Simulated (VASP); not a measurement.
# Al (P-1) in VASP: further runs

The runs below take Al through single point, relaxation of cell and atoms, with PBEsol.

All numbers are computed with VASP 6.6.1; they aren't measurements. Logs are shortened: lines on timing, memory, paths and dates and some standing lists are left out, and cuts for length are marked.

## Step 1: The cell of the first run

The typed cell holds 1 atom: a = 2.621 Å, b = 2.900 Å, c = 2.629 Å, α = 105.57°, β = 113.15°, γ = 103.61°.

## Step 2: Single point, PBEsol

Input file INCAR:

```
SYSTEM = Al
PREC = Accurate ; ENCUT = 520
EDIFF = 1E-7 ; ISMEAR = 0
SIGMA = 0.15 ; LREAL = .False.
LASPH = .True. ; NELM = 80
ALGO = Fast ; ISIF = 2
LWAVE = .False. ; LCHARG = .False.
GGA = PS ; NBANDS = 8
```

Input file KPOINTS:

```
Automatic mesh
0
Gamma
  14 14 14
  0 0 0
```

Input file POSCAR:

```
Al
1.0
   -1.5030572949      1.4413990172      1.5909350051
    1.7789469879     -1.3924735229      1.8178992038
    1.5600187907      1.4494350187     -1.5420095108
Al
1
Direct
    0.0000000000      0.0000000000      0.0000000000
```

Potentials or basis: VASP PAW PBE potentials, release 64 (Al).

Run with:

```sh
$ cat potpaw_PBE.64/Al/POTCAR > POTCAR
$ mpirun -np 1 vasp_std > vasp.out
```

OUTCAR:

```text
SYSTEM = Al
   PREC = Accurate
   ENCUT = 520
   EDIFF = 1E-7
   ISMEAR = 0
   LREAL = .False.
   LASPH = .True.
   NELM = 80
   ISIF = 2
   GGA = PS

 ion  position               nearest neighbor table
   1  0.000  0.000  0.000-

  LATTYP: Found a triclinic cell.
 ALAT       =     3.0167331073
 B/A-ratio  =     1.7114223457
 C/A-ratio  =     0.8715149358
 COS(alpha) =     0.0081656100
 COS(beta)  =     0.2719787993
 COS(gamma) =     0.8779353003

  Lattice vectors:

 A1 = (   1.8359084837,   1.4983605130,   1.8668246981)
 A2 = (   3.6148554716,   0.1058869901,   3.6847239019)
 A3 = (   1.5600187907,   1.4494350187,  -1.5420095108)

Analysis of symmetry for initial positions (statically):
=====================================================================
 Subroutine PRICEL returns:
 Original cell was already a primitive cell.

 Routine SETGRP: Setting up the symmetry group for a
 triclinic supercell.

 Subroutine GETGRP returns: Found  2 space group operations
 (whereof  2 operations were pure point group operations)
 out of a pool of  2 trial point group operations.

The static configuration has the point symmetry S_2 .

Analysis of symmetry for dynamics (positions and initial velocities):
=====================================================================
 Subroutine PRICEL returns:
 Original cell was already a primitive cell.

 Routine SETGRP: Setting up the symmetry group for a
 triclinic supercell.

 Subroutine GETGRP returns: Found  2 space group operations
 (whereof  2 operations were pure point group operations)
 out of a pool of  2 trial point group operations.

The dynamic configuration has the point symmetry S_2 .

 Subroutine INISYM returns: Found  2 space group operations
 (whereof  2 operations are pure point group operations),
 and found     1 'primitive' translations

----------------------------------------------------------------------------------------

                                     Primitive cell

  volume of cell :      16.3329

  direct lattice vectors                    reciprocal lattice vectors
    -1.503057295  1.441399017  1.590935005    -0.029861100  0.341586540  0.290869552
     1.778946988 -1.392473523  1.817899204     0.277268503 -0.010050850  0.271059302
     1.560018791  1.449435019 -1.542009511     0.296067643  0.340575430 -0.028849990

  length of vectors
     2.620665287  2.899722817  2.629127960     0.449642242  0.387881409  0.452194642
[... 80 lines left out ...]
   LREAL  =      F    real-space projection
   EDIFFG = 0.1E-05   stopping-criterion for IOM
   NSW    =      0    number of steps for IOM
   IBRION =     -1    ionic relax: 0-MD 1-quasi-New 2-CG
   NFREE  =      0    steps in history (QN), initial steepest desc. (CG)
   ISIF   =      2    stress and relaxation
   ISYM   =      2    0-nonsym 1-usesym 2-fastsym
   POTIM  = 0.5000    time-step for ionic-motion
   TEBEG  =    0.0;   TEEND  =   0.0 temperature during run
   PSTRESS=    0.0 pullay stress
   NELECT =       3.0000    total number of electrons
   NUPDOWN=      -1.0000    fix difference up-down
   EMIN   =  10.00;   EMAX   =-10.00  energy-range for DOS
   EFERMI =   0.00;   METHOD = LEGACY
   ISMEAR =     0;   SIGMA  =   0.15  broadening in eV -4-tet -1-fermi 0-gaus
   EFERMI_NEDOS =   21; number of points for ismear=-14 and -15
   IALGO  =     68    algorithm
   IMIX   =      4    mixing-type and parameters
     AMIX     =   0.40;   BMIX     =  1.00
     AMIX_MAG =   1.60;   BMIX_MAG =  1.00
  volume/ion in A,a.u.               =      16.33       110.22
  Fermi-wavevector in a.u.,A,eV,Ry     =   0.930595  1.758569 11.782731  0.866006
  Thomas-Fermi vector in A             =   2.056999
   LORBIT       =      0    0 simple, 1 ext, 2 COOP (PROOUT), +10 PAW based schemes
   GGA     = PS    functional components
   LHFCALC =     F    Hartree Fock is set to
   AEXX    =    0.0000 exact exchange contribution
   IVDW    =     0    specifies the selected vdW correction
   LEPSILON=     F    determine dielectric tensor
   LRPA    =     F    only Hartree local field effects (RPA)
 non-spin polarized calculation
 RMM-DIIS sequential band-by-band and
 Gauss-broadening in eV      SIGMA  =   0.15
  energy-cutoff  :      520.00
  volume of cell :       16.33
 maximum number of plane-waves:       453
   NGX =  9   NGY = 11   NGZ =  9

 number of electron       3.0000000 magnetization

 Free energy of the ion-electron system (eV)
  ---------------------------------------------------
  ext. energy  EPLUGINS =         0.00000000
  ---------------------------------------------------
  free energy    TOTEN  =        -3.93874152 eV

  energy without entropy =       -3.93367646  energy(sigma->0) =       -3.93620899

 E-fermi :   7.9984     XC(G=0): -10.2794

 val. band max:        7.9970237821   @ k =  -0.0714  -0.2857   0.0714
 cond. band min:       7.9990206070   @ k =   0.2857   0.1429   0.1429
 fundamental gap:      0.0019968248
 Fermi energy:         7.9983548032

 k-point     1 :       0.0000    0.0000    0.0000
  band No.  band energies     occupation
      1      -3.1683      2.00000
      2      17.3760      0.00000
      3      17.6290      0.00000
      4      21.7703      0.00000
      5      24.0112      0.00000
      6      24.2799      0.00000
      7      24.5855      0.00000
      8      24.6991      0.00000
[... 243 lines left out ...]
 k-point    24 :       0.0714    0.1429    0.0000
  band No.  band energies     occupation
      1      -2.3651      2.00000
      2      11.4024      0.00000
      3      18.6553      0.00000
      4      20.8174      0.00000
      5      23.5850      0.00000
      6      24.0917      0.00000
      7      25.3597      0.00000
      8      27.4363      0.00000

 [... further k-points ...]

------------------------ aborting loop because EDIFF is reached ----------------------------------------

  FORCE on cell =-STRESS in cart. coord.  units (eV):
  Direction    XX          YY          ZZ          XY          YZ          ZX
  --------------------------------------------------------------------------------------
  -------------------------------------------------------------------------------------
  Total        0.4054531      0.2378901      0.5602077     -0.0933350     -0.0786760     -0.8891870
  in kB       39.7728755     23.3358027     54.9535117     -9.1556821     -7.7177122    -87.2247031
  external PRESSURE =      39.3540633 kB  Pullay stress =       0.0000000 kB

 VOLUME and BASIS-vectors are now :
 -----------------------------------------------------------------------------
  energy-cutoff  :      520.00
  volume of cell :       16.33
      direct lattice vectors                 reciprocal lattice vectors
    -1.503057295  1.441399017  1.590935005    -0.029861100  0.341586540  0.290869552
     1.778946988 -1.392473523  1.817899204     0.277268503 -0.010050850  0.271059302
     1.560018791  1.449435019 -1.542009511     0.296067643  0.340575430 -0.028849990

 POSITION                                       TOTAL-FORCE (eV/Angst)
 -----------------------------------------------------------------------------------
      0.00000      0.00000      0.00000         0.000000      0.000000      0.000000
 -----------------------------------------------------------------------------------
    total drift:                                0.000000      0.000000     -0.000000

  FREE ENERGIE OF THE ION-ELECTRON SYSTEM (eV)
  ---------------------------------------------------
  free  energy   TOTEN  =        -3.9387415178 eV

  energy  without entropy=       -3.9336764556  energy(sigma->0) =       -3.93620899
```

OSZICAR:

```text
N       E                     dE             d eps       ncg     rms          rms(c)
DAV:   1    -0.250731053034E+01   -0.25073E+01   -0.86728E+02 22160   0.205E+02
DAV:   2    -0.396476402986E+01   -0.14575E+01   -0.14143E+01 30680   0.190E+01
DAV:   3    -0.397219483335E+01   -0.74308E-02   -0.74246E-02 27536   0.150E+00
DAV:   4    -0.397221375080E+01   -0.18917E-04   -0.18917E-04 32504   0.677E-02
DAV:   5    -0.397221379536E+01   -0.44565E-07   -0.44785E-07 27920   0.207E-03    0.148E+00
RMM:   6    -0.395159430362E+01    0.20619E-01   -0.14194E-03 22026   0.183E-01    0.855E-01
RMM:   7    -0.393879030874E+01    0.12804E-01   -0.38688E-03 25608   0.300E-01    0.116E-01
RMM:   8    -0.393873796678E+01    0.52342E-04   -0.26779E-04 24414   0.936E-02    0.406E-02
RMM:   9    -0.393874164335E+01   -0.36766E-05   -0.44374E-05 25298   0.416E-02    0.419E-02
RMM:  10    -0.393874240578E+01   -0.76244E-06   -0.88244E-06 25523   0.160E-02    0.661E-02
RMM:  11    -0.393874156678E+01    0.83900E-06   -0.26294E-06 24126   0.993E-03    0.125E-02
RMM:  12    -0.393874151784E+01    0.48938E-07   -0.69087E-07 25658   0.441E-03
   1 F= -.39387415E+01 E0= -.39362090E+01  d E =-.506506E-02
```

Wall time 57 s (1 thread of Intel Xeon 6975P-C (Granite Rapids), shared host); peak memory 0.25 GiB.

What came out:

```
Free energy : -3.9387 eV
Pressure    : 3.9 GPa
```

Levels at points of the mesh, in eV from the Fermi level:
| k point | band 1 | band 2 | band 3 | band 4 |
| --- | --- | --- | --- | --- |
| (0.00, 0.00, 0.00) | -11.17 | 9.38 | 9.63 | 13.77 |
| (0.50, 0.00, 0.00) | -4.21 | -3.53 | 7.23 | 7.39 |
| (0.00, 0.50, 0.00) | -6.16 | -5.25 | 11.06 | 12.17 |
| (0.50, 0.50, 0.00) | -3.78 | -2.80 | 5.44 | 6.21 |
| (0.00, 0.00, 0.50) | -4.14 | -3.42 | 6.79 | 7.00 |
| (0.50, 0.00, 0.50) | -4.08 | -3.21 | 8.95 | 10.02 |
| (0.00, 0.50, 0.50) | -3.92 | -3.02 | 5.79 | 6.53 |
| (0.50, 0.50, 0.50) | -0.07 | 1.67 | 2.18 | 2.64 |

Caveat: the PAW data sets were made with another functional, which shifts forces and pressure a little.

## Step 3: Relaxation of cell and atoms, PBEsol (cell sheared at random, sigma 0.1, atoms nudged by 0.01 Å)

Input file INCAR:

```
ALGO = Fast
EDIFF = 1E-6
EDIFFG = -0.01
ENCUT = 600
GGA = PS
IBRION = 2
ISIF = 3
ISMEAR = 0
LASPH = True
LCHARG = False
LREAL = False
LWAVE = False
NELM = 60
NSW = 100
PREC = Accurate
SIGMA = 0.15
```

Input file KPOINTS:

```
k-points
0
Gamma
  14 14 14
```

POSCAR is that of step 2.

Potentials or basis: VASP PAW PBE potentials, release 64 (Al).

Run with:

```sh
$ cat potpaw_PBE.64/Al/POTCAR > POTCAR
$ mpirun -np 1 vasp_std > vasp.out
```

Run time: 5.2 min. Hardware: 1 thread of Intel Xeon 6975P-C (Granite Rapids), shared host; peak memory 0.32 GiB.

It converged, with:

- Free energy: -4.0876 eV
- Relaxed volume: 16.16 Å³/atom
- Relaxed cell: a = 2.835 Å, b = 2.847 Å, c = 2.857 Å, α = 119.88°, β = 120.70°, γ = 90.01°
- Space group after relaxing (to 0.05 Å): R-3m (No. 166)
- Energy gained by relaxing: 148.8 meV/atom
- Ionic steps: 23
- Pressure after relaxing: 0.0 GPa

Stress tensor (GPa, compression positive):
```
-0.03  0.02 -0.01
 0.02  0.05  0.07
-0.01  0.07 -0.01
```

The path:
| step | energy change (eV) | largest force (eV/Å) | pressure (GPa) | volume (Å³) |
| --- | --- | --- | --- | --- |
| 1 | 0.0000 | 0.0000 | 3.94 | 16.33 |
| 2 | -0.0569 | 0.0000 | -2.14 | 17.27 |
| 3 | -0.0595 | 0.0000 | -3.40 | 17.55 |
| 4 | -0.0806 | 0.0000 | -0.94 | 16.84 |
| 5 | -0.0829 | 0.0000 | 0.32 | 16.56 |
| 6 | -0.0926 | 0.0000 | 0.81 | 16.44 |
| 7 | -0.1068 | 0.0000 | 2.77 | 16.01 |
| 8 | -0.1125 | 0.0000 | 2.24 | 16.08 |
| 9 | -0.1248 | 0.0000 | 0.88 | 16.27 |
| 10 | -0.1335 | 0.0000 | -1.03 | 16.58 |
| 11 | -0.1342 | 0.0000 | -0.67 | 16.50 |
| 12 | -0.1389 | 0.0000 | -0.62 | 16.44 |
| 13 | -0.1462 | 0.0000 | -0.21 | 16.26 |
| 14 | -0.1463 | 0.0000 | -0.14 | 16.24 |
| 15 | -0.1463 | 0.0000 | -0.10 | 16.23 |
| 16 | -0.1467 | 0.0000 | -0.03 | 16.21 |
| 17 | -0.1476 | 0.0000 | 0.18 | 16.16 |
| 18 | -0.1482 | 0.0000 | 0.69 | 16.04 |
| 19 | -0.1484 | 0.0000 | 0.50 | 16.08 |
| 20 | -0.1487 | 0.0000 | 0.06 | 16.16 |
| 21 | -0.1487 | 0.0000 | -0.04 | 16.18 |
| 22 | -0.1487 | 0.0000 | -0.03 | 16.17 |
| 23 | -0.1488 | 0.0000 | 0.00 | 16.16 |

Final structure:
```cif
data_structure
_symmetry_space_group_name_H-M 'P 1'
_symmetry_Int_Tables_number 1
_cell_length_a 2.8355
_cell_length_b 2.8471
_cell_length_c 2.8568
_cell_angle_alpha 119.879
_cell_angle_beta 120.701
_cell_angle_gamma 90.013
_cell_volume 16.16
loop_
_atom_site_label
_atom_site_type_symbol
_atom_site_fract_x
_atom_site_fract_y
_atom_site_fract_z
_atom_site_occupancy
Al1 Al 0.00000 0.00000 0.00000 1
```

Levels at points of the mesh, in eV from the Fermi level:
| k point | band 1 | band 2 | band 3 | band 4 |
| --- | --- | --- | --- | --- |
| (0.00, 0.00, 0.00) | -11.25 | 12.45 | 12.65 | 13.10 |
| (0.50, 0.00, 0.00) | -4.56 | -4.17 | 11.32 | 11.36 |
| (0.00, 0.50, 0.00) | -4.66 | -4.41 | 11.37 | 11.56 |
| (0.50, 0.50, 0.00) | -2.96 | -1.61 | 5.28 | 5.47 |
| (0.00, 0.00, 0.50) | -2.91 | -1.54 | 5.26 | 5.59 |
| (0.50, 0.00, 0.50) | -4.72 | -4.53 | 11.50 | 11.73 |
| (0.00, 0.50, 0.50) | -4.66 | -4.40 | 11.36 | 11.55 |
| (0.50, 0.50, 0.50) | -2.96 | -1.61 | 5.28 | 5.46 |

Caveat: the cell differs from its parent crystal (cell sheared at random, sigma 0.1, atoms nudged by 0.01 Å); the PAW data sets were made with another functional, which shifts forces and pressure a little.
